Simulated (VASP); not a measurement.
# BaAuS (Cmcm) in VASP: settings compared, part 2 of 2

VASP 6.6.1.

## 3. Single point, PBE+D3(BJ)

This run uses another cell than the first one, of 26.63 Å³/atom.

File INCAR:

```
PREC = Accurate
ENCUT = 500
EDIFF = 1E-6
ISMEAR = 1
SIGMA = 0.025
LREAL = False
LASPH = True
NELM = 120
ALGO = Normal
ISIF = 2
LWAVE = False
LCHARG = False
GGA = PE
IVDW = 12
NBANDS = 36
GGA_COMPAT = False
```

File KPOINTS:

```
Automatic mesh
0
Gamma
  4 4 3
```

File POSCAR:

```
BaAuS
1.0
    3.1420030000      3.9125520000      0.0000000000
    3.1420030000     -3.9125520000      0.0000000000
    0.0000000000      0.0000000000     -6.4993220000
Ba Au S
2 2 2
Direct
    0.3730000000      0.6270000000      0.7500000000
    0.6270000000      0.3730000000      0.2500000000
    0.0000000000      0.0000000000      0.0000000000
    0.0000000000      0.0000000000      0.5000000000
    0.7920000000      0.2080000000      0.7500000000
    0.2080000000      0.7920000000      0.2500000000
```

Potentials or basis: VASP PAW PBE potentials, release 64 (Ba_sv, Au, S).

Launch:

```
> cat potpaw_PBE.64/Ba_sv/POTCAR potpaw_PBE.64/Au/POTCAR potpaw_PBE.64/S/POTCAR > POTCAR
> mpirun -np 1 vasp_std > vasp.out
```

It took 2.8 min on 1 thread of Intel Xeon 8259CL, shared host; peak memory 0.3 GiB.

The run converged. Its results:

| Property | Result |
| --- | --- |
| Free energy | -25.7588 eV |
| Pressure | 1.9 GPa |
| Largest force | 1.337 eV/Å |
| Band gap on the k mesh | zero (bands 27 and 28 overlap by 1.11 eV) |
| Dispersion energy per atom | -0.368 eV |

Forces on the atoms (eV/Å):
```
Ba   0.000 -0.255  0.000
Ba   0.000  0.255  0.000
Au   0.000  0.000  0.000
Au   0.000  0.000  0.000
S    0.000 -1.337  0.000
S    0.000  1.337  0.000
```

Stress tensor (GPa, compression positive):
```
-1.91  0.00  0.00
 0.00  3.56  0.00
 0.00  0.00  4.05
```

Levels at points of the mesh, in eV from the Fermi level:
| k point | band 24 | band 25 | band 26 | band 27 | band 28 | band 29 | band 30 | band 31 |
| --- | --- | --- | --- | --- | --- | --- | --- | --- |
| (0.00, 0.00, 0.00) | -3.74 | -3.26 | -2.56 | -0.70 | -0.66 | -0.05 | 0.96 | 2.00 |
| (0.50, 0.00, 0.00) | -4.61 | -3.35 | -2.53 | 0.46 | 0.82 | 0.87 | 1.33 | 1.34 |
| (0.50, 0.50, 0.00) | -4.22 | -3.15 | -2.20 | -1.06 | 0.39 | 0.50 | 1.45 | 2.12 |

Caveat: three body term missing; spin-orbit coupling is left out, which moves the levels of the heavy elements; forces of over 1 eV/Å act on the atoms, so gaps and moduli don't describe the material at rest.

## 4. Single point, PBE

This run uses another cell than the first one, of 27.73 Å³/atom.

File INCAR:

```
SYSTEM = BaAuS
PREC = Accurate
ENCUT = 500
EDIFF = 1E-6
ISMEAR = -1
SIGMA = 0.1
LREAL = .FALSE.
LASPH = .TRUE.
NELM = 120
ALGO = Normal
ISIF = 2
LWAVE = .FALSE.
LCHARG = .FALSE.
GGA = PE
NBANDS = 36
GGA_COMPAT = .FALSE.
```

File KPOINTS:

```
Automatic mesh
0
G
  4 4 3
  0 0 0
```

File POSCAR:

```
BaAuS
1.0
    3.0150378372      4.6902038386      0.0000000000
    3.0150378372     -4.6902038386      0.0000000000
    0.0000000000      0.0000000000     -5.8834305192
Ba Au S
2 2 2
Direct
    0.3413468828      0.6586531172      0.7500000000
    0.6586531172      0.3413468828      0.2500000000
    0.0000000000      0.0000000000      0.0000000000
    0.0000000000      0.0000000000      0.5000000000
    0.7430819241      0.2569180759      0.7500000000
    0.2569180759      0.7430819241      0.2500000000
```

Launch:

```
> cat potpaw_PBE.64/Ba_sv/POTCAR potpaw_PBE.64/Au/POTCAR potpaw_PBE.64/S/POTCAR > POTCAR
> mpirun -np 1 vasp_std > vasp.out
```

Wall time 3.1 min (1 thread of Intel Xeon 8259CL, shared host); peak memory 0.32 GiB.

Results (log left out):

```
Free energy            : -24.2997 eV
Pressure               : 0.5 GPa
Largest force          : 0.055 eV/Å
Band gap on the k mesh : zero (bands 27 and 28 overlap by 1.17 eV)
```

Forces on the atoms (eV/Å):
```
Ba   0.000  0.055  0.000
Ba   0.000 -0.055  0.000
Au   0.000  0.000  0.000
Au   0.000  0.000  0.000
S    0.000  0.028  0.000
S    0.000 -0.028  0.000
```

Stress tensor (GPa, compression positive):
```
0.65 0.00 0.00
0.00 0.20 0.00
0.00 0.00 0.75
```

Levels at points of the mesh, in eV from the Fermi level:
```
           k point  band 24  band 25  band 26  band 27  band 28  band 29  band 30  band 31
(0.00, 0.00, 0.00)    -1.96    -1.87    -1.16    -0.57     0.76     0.94     2.14     2.47
(0.50, 0.00, 0.00)    -2.41    -1.89    -1.14     0.17     1.28     1.61     1.74     1.96
(0.50, 0.50, 0.00)    -2.43    -1.60    -0.92     0.76     0.85     1.07     1.80     1.96
```

Caveat: spin-orbit coupling is left out, which moves the levels of the heavy elements.

## 5. Single point, PBE

This run uses another cell than the first one, of 27.73 Å³/atom.

File INCAR:

```
SYSTEM = BaAuS
ALGO = Normal
EDIFF = 1E-6
ENCUT = 500
GGA = PE
GGA_COMPAT = .False.
ISIF = 2
ISMEAR = -1
LASPH = .True.
LCHARG = .False.
LREAL = .False.
LWAVE = .False.
NBANDS = 36
NELM = 120
PREC = Accurate
SIGMA = 0.1
```

File KPOINTS:

```
k-points
0
Gamma
  4 4 3
  0 0 0
```

File POSCAR:

```
BaAuS
1.0
    3.0151857948      4.6902485596      0.0000000000
    3.0151857948     -4.6902485596      0.0000000000
    0.0000000000      0.0000000000     -5.8833903529
Ba Au S
2 2 2
Direct
    0.3413291959      0.6586708041      0.7500000000
    0.6586708041      0.3413291959      0.2500000000
    0.0000000000      0.0000000000      0.0000000000
    0.0000000000      0.0000000000      0.5000000000
    0.7431172870      0.2568827130      0.7500000000
    0.2568827130      0.7431172870      0.2500000000
```

Potentials or basis: VASP PAW PBE potentials, release 64 (Ba_sv, Au, S).

Launch:

```
> cat potpaw_PBE.64/Ba_sv/POTCAR potpaw_PBE.64/Au/POTCAR potpaw_PBE.64/S/POTCAR > POTCAR
> mpirun -np 1 vasp_std > vasp.out
```

OUTCAR:

```text
SYSTEM = BaAuS
   EDIFF = 1E-6
   ENCUT = 500
   GGA = PE
   ISIF = 2
   ISMEAR = -1
   LASPH = .True.
   LREAL = .False.
   NELM = 120
   PREC = Accurate

 ion  position               nearest neighbor table
   1  0.341  0.659  0.750-   6 3.05   6 3.05   5 3.15   5 3.15   4 3.52   3 3.52   3 3.67   3 3.67
                             4 3.67   4 3.67   5 3.77   2 4.19   2 4.19   2 4.55   2 4.55   2 4.55
   2  0.659  0.341  0.250-   5 3.05   5 3.05   6 3.15   6 3.15   4 3.52   3 3.52   4 3.67   3 3.67
                             3 3.67   4 3.67   6 3.77   1 4.19   1 4.19   1 4.55   1 4.55   1 4.55
   3  0.000  0.000  0.000-   5 2.82   6 2.82   4 2.94   4 2.94   1 3.52   2 3.52   2 3.67   1 3.67
[... 749 lines left out ...]
  Total        0.6731214      0.2142961      0.7733143      0.0000000     -0.0000000      0.0000000
  in kB        6.4809156      2.0632755      7.4455889      0.0000000     -0.0000000      0.0000000
  external PRESSURE =       5.3299266 kB  Pullay stress =       0.0000000 kB

 VOLUME and BASIS-vectors are now :
 -----------------------------------------------------------------------------
  energy-cutoff  :      500.00
  volume of cell :      166.41
      direct lattice vectors                 reciprocal lattice vectors
     3.015185795  4.690248560  0.000000000     0.165827260  0.106604158  0.000000000
     3.015185795 -4.690248560  0.000000000     0.165827260 -0.106604158  0.000000000
     0.000000000  0.000000000 -5.883390353     0.000000000  0.000000000 -0.169970024

 POSITION                                       TOTAL-FORCE (eV/Angst)
 -----------------------------------------------------------------------------------
      3.01519     -1.48841     -4.41254         0.000000      0.055273     -0.000000
      3.01519      1.48841     -1.47085         0.000000     -0.055273      0.000000
      0.00000      0.00000      0.00000         0.000000      0.000000     -0.000000
      0.00000      0.00000     -2.94170        -0.000000      0.000000     -0.000000
      3.01519      2.28056     -4.41254         0.000000      0.027243     -0.000000
      3.01519     -2.28056     -1.47085         0.000000     -0.027243     -0.000000
 -----------------------------------------------------------------------------------
    total drift:                               -0.000000     -0.000000     -0.000000

  FREE ENERGIE OF THE ION-ELECTRON SYSTEM (eV)
  ---------------------------------------------------
  free  energy   TOTEN  =       -24.2997093869 eV

  energy  without entropy=      -24.1973001824  energy(sigma->0) =      -24.24850478
```

Wall time 2.8 min (1 thread of Intel Xeon 8259CL, shared host); peak memory 0.32 GiB.

What came out:

```
Free energy            : -24.2997 eV
Pressure               : 0.5 GPa
Largest force          : 0.055 eV/Å
Band gap on the k mesh : zero (bands 27 and 28 overlap by 1.17 eV)
```

Forces in eV/Å, atoms in the order of the input:
```
Ba   0.000  0.055  0.000
Ba   0.000 -0.055  0.000
Au   0.000  0.000  0.000
Au   0.000  0.000  0.000
S    0.000  0.027  0.000
S    0.000 -0.027  0.000
```

Caveat: spin-orbit coupling is left out, which moves the levels of the heavy elements.

## 6. Overview

| level | cell | smearing | gap on the mesh (eV) | pressure (GPa) | largest force (eV/Å) |
| --- | --- | --- | --- | --- | --- |
| PBE+D3(BJ) | a = 5.352, b = 5.352, c = 5.886 Å, angles 90.0, 90.0, 112.5°, 6 atoms, atomic positions A | methfessel-paxton 0.025 eV | none | 0.4 | 0.04 |
| PBE+D3(BJ) | a = 5.018, b = 5.018, c = 6.499 Å, angles 90.0, 90.0, 102.5°, 6 atoms, atomic positions B | methfessel-paxton 0.025 eV | none | 1.9 | 1.34 |
| PBE | a = 5.576, b = 5.576, c = 5.883 Å, angles 90.0, 90.0, 114.5°, 6 atoms, atomic positions C | fermi-dirac 0.1 eV | none | 0.5 | 0.06 |

Alike in all rows: task single point; potentials or basis VASP PAW PBE potentials, release 64 (Ba_sv, Au, S); no spin polarisation; k mesh 4 × 4 × 3; cutoff (eV) 500.

Caveats: spin-orbit coupling is left out, which moves the levels of the heavy elements; three body term missing (at least some runs); forces of over 1 eV/Å act on the atoms, so gaps and moduli don't describe the material at rest (at least some runs).

Total energies depend on the potentials used, so only differences within one code and one set of settings carry meaning.
